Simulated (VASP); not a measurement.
Here is a VASP 6.6.1 calculation.

File POSCAR:

```
Li2Se
1.0
    0.0000000000      3.0231618097      3.0231618097
    3.0231618097      0.0000000000      3.0231618097
    3.0231618097      3.0231618097      0.0000000000
Se Li
1 2
Direct
    0.0000000000      0.0000000000      0.0000000000
    0.2500000000      0.2500000000      0.2500000000
    0.7500000000      0.7500000000      0.7500000000
```

The input INCAR.step1:

```
SYSTEM = Li2Se
ALGO     = Normal         ! electronic algorithm
EDIFF    = 1E-5           ! SCF threshold, eV
ENCUT    = 830            ! plane-wave cutoff, eV
GGA      = PE             ! functional
GGA_COMPAT= .False.      
ISMEAR   = 0              ! smearing method
LASPH    = .True.         ! aspherical terms in the spheres
LCHARG   = .False.        ! write CHGCAR
LREAL    = .False.        ! projectors in reciprocal space
LWAVE    = .True.         ! write WAVECAR
NBANDS   = 13             ! bands
NELM     = 120            ! most SCF steps
PREC     = Accurate       ! precision mode
SIGMA    = 0.01           ! smearing width, eV
```

Contents of INCAR.step2:

```
SYSTEM = Li2Se
ALGO     = Normal         ! electronic algorithm
EDIFF    = 1E-6           ! SCF threshold, eV
ENCUT    = 830            ! plane-wave cutoff, eV
GGA_COMPAT= .False.      
ISIF     = 2              ! what is computed and relaxed
ISMEAR   = 0              ! smearing method
ISTART   = 1            
LASPH    = .True.         ! aspherical terms in the spheres
LCHARG   = .True.         ! write CHGCAR
LELF     = .True.         ! ELF
LMIXTAU  = .True.       
LREAL    = .False.        ! projectors in reciprocal space
LVHAR    = .True.       
LWAVE    = .False.        ! write WAVECAR
METAGGA  = R2SCAN         ! meta-GGA
NBANDS   = 13             ! bands
NELM     = 120            ! most SCF steps
PREC     = Accurate       ! precision mode
SIGMA    = 0.01           ! smearing width, eV
```

Contents of KPOINTS:

```
k-points
0
Gamma
  6 6 6
  0 0 0
```

Potentials or basis: VASP PAW PBE potentials, release 64 (Se, Li_sv).

Launch:

```bash
$ cat potpaw_PBE.64/Se/POTCAR potpaw_PBE.64/Li_sv/POTCAR > POTCAR
$ cp INCAR.step1 INCAR
$ mpirun -np 1 vasp_std > vasp.out
$ cp INCAR.step2 INCAR
$ mpirun -np 1 vasp_std > vasp.out
```

(1) What does it give for the pressure?

(2) What does it give for the band gap on the k mesh?

## Answers

(1) -1.2 GPa.

(2) 3.48 eV, indirect (least direct gap 4.04 eV).

Caveat: the PAW data sets were made with another functional, which shifts forces and pressure a little.
